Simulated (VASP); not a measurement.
# Cs (P6/mmm) in VASP: notebook

Runs on Cs. Level: PBE. Tasks: single point, relaxation of shape and atoms at fixed volume.

All numbers are computed with VASP 6.6.1; they aren't measurements. Logs are shortened: lines on timing, memory, paths and dates and some standing lists are left out, and cuts for length are marked.

## 1. The cell of the first run

It takes space group P6/mmm (No. 191, hexagonal). Conventional cell: a = 7.449 Å, b = 7.449 Å, c = 4.430 Å, α = 90.00°, β = 90.00°, γ = 120.00°. Cs (site symmetry 6/mmm) has 14 Cs at 4.43 to 4.84 Å within 5.8 Å. Within 5.6 Å of Cs (site symmetry -6m2) lie 11 Cs at 4.30 to 4.84 Å.

This isn't the form of Cs at room conditions, which is bcc.

## 2. Single point, PBE

INCAR reads:

```
SYSTEM = Cs
  PREC = Accurate
  ENCUT = 520
  EDIFF = 1E-6
  ISMEAR = -1
  SIGMA = 0.08
  LREAL = .FALSE.
  LASPH = .TRUE.
  NELM = 60
  ALGO = Normal
  ISIF = 2
  LWAVE = .FALSE.
  LCHARG = .FALSE.
  GGA = PE
  ISYM = 0
  NBANDS = 20
```

KPOINTS reads:

```
regular mesh
0
G
  4 4 6
  0 0 0
```

POSCAR reads:

```
Cs
1.0
    7.4493316905      0.0000000000      0.0000000000
   -3.7246658452      6.4513104852      0.0000000000
    0.0000000000      0.0000000000      4.4304345688
Cs
3
Direct
    0.0000000000      0.0000000000      0.0000000000
    0.3333333333      0.6666666667      0.5000000000
    0.6666666667      0.3333333333      0.5000000000
```

Potentials or basis: VASP PAW PBE potentials, release 64 (Cs_sv).

Command:

```
$ cat potpaw_PBE.64/Cs_sv/POTCAR > POTCAR
$ mpirun -np 1 vasp_std > vasp.out
```

OUTCAR:

```text
SYSTEM = Cs
   PREC = Accurate
   ENCUT = 520
   EDIFF = 1E-6
   ISMEAR = -1
   LREAL = .FALSE.
   LASPH = .TRUE.
   NELM = 60
   ISIF = 2
   GGA = PE
   ISYM = 0

 ion  position               nearest neighbor table
   1  0.000  0.000  0.000-
   2  0.333  0.667  0.500-
   3  0.667  0.333  0.500-

IMPORTANT INFORMATION: All symmetrisations will be switched off!
NOSYMM: (Re-)initialisation of all symmetry stuff for point group C_1.

----------------------------------------------------------------------------------------

                                     Primitive cell

  volume of cell :     212.9176

  direct lattice vectors                    reciprocal lattice vectors
     7.449331691  0.000000000  0.000000000     0.134240230  0.077503633  0.000000000
    -3.724665845  6.451310485  0.000000000     0.000000000  0.155007266  0.000000000
     0.000000000  0.000000000  4.430434569     0.000000000  0.000000000  0.225711493

  length of vectors
     7.449331691  7.449331690  4.430434569     0.155007266  0.155007266  0.225711493

  position of ions in fractional coordinates (direct lattice)
     0.000000000  0.000000000  0.000000000
     0.333333333  0.666666667  0.500000000
     0.666666667  0.333333333  0.500000000

  ion indices of the primitive-cell ions
   primitive index   ion index
                 1           1
                 2           2
                 3           3

----------------------------------------------------------------------------------------

 KPOINTS: regular mesh

Automatic generation of k-mesh.
 Grid dimensions read from file:
 generate k-points for:    4    4    6

 Generating k-lattice:

  Cartesian coordinates                     Fractional coordinates (reciprocal lattice)
     0.033560058  0.019375908  0.000000000     0.250000000  0.000000000  0.000000000
     0.000000000  0.038751816  0.000000000     0.000000000  0.250000000  0.000000000
     0.000000000  0.000000000  0.037618582     0.000000000  0.000000000  0.166666667

  Length of vectors
     0.038751816  0.038751816  0.037618582

  Shift w.r.t. Gamma in fractional coordinates (k-lattice)
     0.000000000  0.000000000  0.000000000

 Subroutine IBZKPT returns following result:
 ===========================================

 Found     52 irreducible k-points:

 Following reciprocal coordinates:
            Coordinates               Weight
  0.000000  0.000000  0.000000      1.000000
  0.250000 -0.000000  0.000000      2.000000
  0.000000  0.250000  0.000000      2.000000
 -0.250000  0.250000  0.000000      2.000000
  0.500000 -0.000000  0.000000      1.000000
  0.000000  0.500000  0.000000      1.000000
[... 16 lines left out ...]
  0.500000  0.250000  0.166667      2.000000
 -0.250000 -0.250000  0.166667      2.000000
 [... further k-points ...]
   k-points           NKPTS =     52   k-points in BZ     NKDIM =     52   number of bands    NBANDS=     20
   number of dos      NEDOS =    301   number of ions     NIONS =      3
   total plane-waves  NPLWV = 112896
   dimension x,y,z NGX =    56 NGY =   56 NGZ =   36
   dimension x,y,z NGXF=   112 NGYF=  112 NGZF=   72
   ions per type =               3
   NGX,Y,Z   is equivalent  to a cutoff of  12.50, 12.50, 13.51 a.u.
   NGXF,Y,Z  is equivalent  to a cutoff of  24.99, 24.99, 27.02 a.u.
 SYSTEM =  Cs
   PREC   = accura    normal or accurate (medium, high low for compatibility)
   ISTART =      0    job   : 0-new  1-cont  2-samecut
   ICHARG =      2    charge: 1-file 2-atom 10-const
   ISPIN  =      1    spin polarized calculation?
   LNONCOLLINEAR =      F non collinear calculations
   LSORBIT =      F    spin-orbit coupling
   LASPH  =      T    aspherical Exc in radial PAW
   ENCUT  =  520.0 eV  38.22 Ry    6.18 a.u.  13.85 13.85  8.24*2*pi/ulx,y,z
   NELM   =     60;   NELMIN=  2; NELMDL= -5     # of ELM steps
   EDIFF  = 0.1E-05   stopping-criterion for ELM
   LREAL  =      F    real-space projection
   EDIFFG = 0.1E-04   stopping-criterion for IOM
   NSW    =      0    number of steps for IOM
   IBRION =     -1    ionic relax: 0-MD 1-quasi-New 2-CG
   NFREE  =      0    steps in history (QN), initial steepest desc. (CG)
   ISIF   =      2    stress and relaxation
   ISYM   =      0    0-nonsym 1-usesym 2-fastsym
   POTIM  = 0.5000    time-step for ionic-motion
   TEBEG  =    0.0;   TEEND  =   0.0 temperature during run
   PSTRESS=    0.0 pullay stress
   NELECT =      27.0000    total number of electrons
   NUPDOWN=      -1.0000    fix difference up-down
   EMIN   =  10.00;   EMAX   =-10.00  energy-range for DOS
   EFERMI =   0.00;   METHOD = LEGACY
   ISMEAR =    -1;   SIGMA  =   0.08  broadening in eV -4-tet -1-fermi 0-gaus
   EFERMI_NEDOS =   21; number of points for ismear=-14 and -15
   IALGO  =     38    algorithm
   IMIX   =      4    mixing-type and parameters
     AMIX     =   0.40;   BMIX     =  1.00
     AMIX_MAG =   1.60;   BMIX_MAG =  1.00
  volume/ion in A,a.u.               =      70.97       478.95
  Fermi-wavevector in a.u.,A,eV,Ry     =   0.822480  1.554263  9.203988  0.676474
  Thomas-Fermi vector in A             =   1.933823
   LORBIT       =      0    0 simple, 1 ext, 2 COOP (PROOUT), +10 PAW based schemes
   GGA     = PE    functional components
   LHFCALC =     F    Hartree Fock is set to
   AEXX    =    0.0000 exact exchange contribution
   IVDW    =     0    specifies the selected vdW correction
   LEPSILON=     F    determine dielectric tensor
   LRPA    =     F    only Hartree local field effects (RPA)
 non-spin polarized calculation
  energy-cutoff  :      520.00
  volume of cell :      212.92
 maximum number of plane-waves:      5760
   NGX = 27   NGY = 27   NGZ = 17

 number of electron      26.9999998 magnetization

 Free energy of the ion-electron system (eV)
  ---------------------------------------------------
  ext. energy  EPLUGINS =         0.00000000
  ---------------------------------------------------
  free energy    TOTEN  =        -1.91188876 eV

  energy without entropy =       -1.82384858  energy(sigma->0) =       -1.86786867

 E-fermi :   1.9957     XC(G=0):  -6.7933

 val. band max:        1.9707443529   @ k =  -0.2500   0.2500   0.5000
 cond. band min:       2.0529652951   @ k =   0.0000   0.5000   0.1667
 fundamental gap:      0.0822209422
 Fermi energy:         1.9957420037

 k-point     1 :       0.0000    0.0000    0.0000
  band No.  band energies     occupation
      1     -21.7994      2.00000
      2     -21.7302      2.00000
      3     -21.6235      2.00000
      4      -8.8498      2.00000
      5      -8.8498      2.00000
      6      -8.6372      2.00000
[... 12 lines left out ...]
     19       3.2986      0.00000
     20       4.4299      0.00000

 k-point     2 :       0.2500   -0.0000    0.0000
  band No.  band energies     occupation
      1     -21.7898      2.00000
      2     -21.7387      2.00000
      3     -21.6248      2.00000
      4      -8.9172      2.00000
      5      -8.8506      2.00000
      6      -8.5386      2.00000
[... 12 lines left out ...]
     19       3.9383      0.00000
     20       4.3636      0.00000

 k-point     3 :       0.0000    0.2500    0.0000
  band No.  band energies     occupation
      1     -21.7898      2.00000
      2     -21.7387      2.00000
      3     -21.6248      2.00000
      4      -8.9172      2.00000
      5      -8.8506      2.00000
      6      -8.5386      2.00000
[... 12 lines left out ...]
     19       3.9383      0.00000
     20       4.3637      0.00000

 k-point     4 :      -0.2500    0.2500    0.0000
  band No.  band energies     occupation
      1     -21.7898      2.00000
      2     -21.7387      2.00000
      3     -21.6248      2.00000
      4      -8.9172      2.00000
      5      -8.8506      2.00000
      6      -8.5386      2.00000
[... 12 lines left out ...]
     19       3.9383      0.00000
     20       4.3667      0.00000

 k-point     5 :       0.5000   -0.0000    0.0000
  band No.  band energies     occupation
      1     -21.7745      2.00000
      2     -21.7529      2.00000
      3     -21.6262      2.00000
      4      -8.9621      2.00000
      5      -8.7634      2.00000
      6      -8.6187      2.00000
[... 12 lines left out ...]
     19       3.6515      0.00000
     20       3.7115      0.00000

 k-point     6 :       0.0000    0.5000    0.0000
  band No.  band energies     occupation
      1     -21.7745      2.00000
      2     -21.7529      2.00000
      3     -21.6262      2.00000
      4      -8.9621      2.00000
      5      -8.7634      2.00000
      6      -8.6187      2.00000
[... 12 lines left out ...]
     19       3.6515      0.00000
     20       3.7115      0.00000

 k-point     7 :       0.5000    0.5000    0.0000
  band No.  band energies     occupation
      1     -21.7745      2.00000
      2     -21.7529      2.00000
      3     -21.6262      2.00000
      4      -8.9621      2.00000
      5      -8.7634      2.00000
      6      -8.6187      2.00000
[... 12 lines left out ...]
     19       3.6515      0.00000
     20       3.7115      0.00000
[... 277 lines left out ...]
 k-point    20 :       0.5000    0.5000    0.1667
  band No.  band energies     occupation
      1     -21.7668      2.00000
      2     -21.7452      2.00000
      3     -21.6185      2.00000
      4      -8.9287      2.00000
      5      -8.7619      2.00000
      6      -8.6193      2.00000
[... 12 lines left out ...]
     19       3.7016      0.00000
     20       3.7421      0.00000

 k-point    21 :       0.2500    0.2500    0.1667
  band No.  band energies     occupation
      1     -21.7671      2.00000
      2     -21.7448      2.00000
      3     -21.6185      2.00000
      4      -8.9046      2.00000
      5      -8.7893      2.00000
      6      -8.6210      2.00000
[... 12 lines left out ...]
     19       3.7886      0.00000
     20       4.1366      0.00000

 k-point    22 :      -0.2500    0.5000    0.1667
  band No.  band energies     occupation
      1     -21.7671      2.00000
      2     -21.7448      2.00000
      3     -21.6185      2.00000
      4      -8.9046      2.00000
      5      -8.7893      2.00000
      6      -8.6210      2.00000
[... 12 lines left out ...]
     19       3.7886      0.00000
     20       4.1426      0.00000

 k-point    23 :       0.5000    0.2500    0.1667
  band No.  band energies     occupation
      1     -21.7671      2.00000
      2     -21.7448      2.00000
      3     -21.6185      2.00000
      4      -8.9046      2.00000
      5      -8.7893      2.00000
      6      -8.6210      2.00000
[... 12 lines left out ...]
     19       3.7886      0.00000
     20       4.1365      0.00000

 k-point    24 :      -0.2500   -0.2500    0.1667
  band No.  band energies     occupation
      1     -21.7671      2.00000
      2     -21.7448      2.00000
      3     -21.6185      2.00000
      4      -8.9046      2.00000
      5      -8.7893      2.00000
      6      -8.6210      2.00000
[... 12 lines left out ...]
     19       3.7886      0.00000
     20       4.1365      0.00000

 [... further k-points ...]

------------------------ aborting loop because EDIFF is reached ----------------------------------------

  FORCE on cell =-STRESS in cart. coord.  units (eV):
  Direction    XX          YY          ZZ          XY          YZ          ZX
  --------------------------------------------------------------------------------------
  -------------------------------------------------------------------------------------
  Total        2.7402454      2.7402526      2.7744843      0.0000010      0.0000007     -0.0000002
  in kB       20.6199902     20.6200442     20.8776332      0.0000079      0.0000055     -0.0000016
  external PRESSURE =      20.7058892 kB  Pullay stress =       0.0000000 kB

 VOLUME and BASIS-vectors are now :
 -----------------------------------------------------------------------------
  energy-cutoff  :      520.00
  volume of cell :      212.92
      direct lattice vectors                 reciprocal lattice vectors
     7.449331691  0.000000000  0.000000000     0.134240230  0.077503633  0.000000000
    -3.724665845  6.451310485  0.000000000     0.000000000  0.155007266  0.000000000
     0.000000000  0.000000000  4.430434569     0.000000000  0.000000000  0.225711493

 POSITION                                       TOTAL-FORCE (eV/Angst)
 -----------------------------------------------------------------------------------
      0.00000      0.00000      0.00000        -0.000001     -0.000000      0.000000
     -0.00000      4.30087      2.21522         0.000001     -0.000002     -0.000000
      3.72467      2.15044      2.21522         0.000000      0.000002      0.000000
 -----------------------------------------------------------------------------------
    total drift:                               -0.000001     -0.000001     -0.000002

  FREE ENERGIE OF THE ION-ELECTRON SYSTEM (eV)
  ---------------------------------------------------
  free  energy   TOTEN  =        -1.9118887566 eV

  energy  without entropy=       -1.8238485786  energy(sigma->0) =       -1.86786867
```

Wall time 2.4 min (1 thread of Oxide Virtual Turin-like, shared host); peak memory 0.38 GiB.

Results:

```
Free energy            : -1.9119 eV
Pressure               : 2.1 GPa
Band gap on the k mesh : zero (an odd number of electrons rules out a gap without spin polarisation)
```

Caveat: spin-orbit coupling is left out, which moves the levels of the heavy elements.

## 3. Relaxation of shape and atoms at fixed volume, PBE

This run uses another cell than the first one, of 106.46 Å³/atom.

INCAR reads:

```
PREC     = Accurate       # precision mode
ENCUT    = 600            # plane-wave cutoff, eV
EDIFF    = 1E-6           # SCF threshold, eV
ISMEAR   = -1             # smearing method
SIGMA    = 0.08           # smearing width, eV
LREAL    = F              # projectors in reciprocal space
LASPH    = T              # aspherical terms in the spheres
NELM     = 80             # most SCF steps
ALGO     = Normal         # electronic algorithm
ISIF     = 4              # what is computed and relaxed
LWAVE    = F              # write WAVECAR
LCHARG   = F              # write CHGCAR
GGA      = PE             # functional
IBRION   = 2              # ionic algorithm
NSW      = 50             # ionic steps
EDIFFG   = -0.005         # ionic threshold
```

KPOINTS reads:

```
regular mesh
0
Gamma
  4 4 6
```

POSCAR reads:

```
Cs
1.0
    8.5273560836      0.0000000000      0.0000000000
   -4.2636780418      7.3849069956      0.0000000000
    0.0000000000      0.0000000000      5.0715815515
Cs
3
Direct
    0.0000000000      0.0000000000      0.0000000000
    0.3333333333      0.6666666667      0.5000000000
    0.6666666667      0.3333333333      0.5000000000
```

Potentials or basis: VASP PAW PBE potentials, release 64 (Cs_sv).

Command:

```
$ cat potpaw_PBE.64/Cs_sv/POTCAR > POTCAR
$ mpirun -np 1 vasp_std > vasp.out
```

Wall time 1.9 min (1 thread of Oxide Virtual Turin-like, shared host); peak memory 0.44 GiB.

The run converged. Its results:

```yaml
Free_energy: -2.5444 eV
Pressure_after_relaxing: 0.2 GPa
Band_gap_on_the_k_mesh: zero (an odd number of electrons rules out a gap without spin polarisation)
```

Final structure:
```
CELL_PARAMETERS angstrom
8.52736 0.00000 0.00000
-4.26368 7.38491 0.00000
0.00000 0.00000 5.07158
ATOMIC_POSITIONS crystal
Cs 0.00000 0.00000 0.00000
Cs 0.33333 0.66667 0.50000
Cs 0.66667 0.33333 0.50000
```

Levels at points of the mesh, in eV from the Fermi level:
```tsv
k point	band 10	band 11	band 12	band 13	band 14	band 15	band 16	band 17
(0.00, 0.00, 0.00)	-10.55	-10.55	-10.51	-1.76	0.66	0.88	0.89	0.90
(0.50, 0.00, 0.00)	-10.57	-10.56	-10.51	-0.87	-0.87	-0.02	0.91	1.48
(0.00, 0.00, 0.50)	-10.60	-10.56	-10.56	-0.17	0.08	0.68	0.68	0.89
(0.50, 0.00, 0.50)	-10.59	-10.56	-10.56	0.13	0.18	0.70	0.73	0.88
```

Caveat: the relaxation stopped at its first step, so nothing moved; spin-orbit coupling is left out, which moves the levels of the heavy elements.
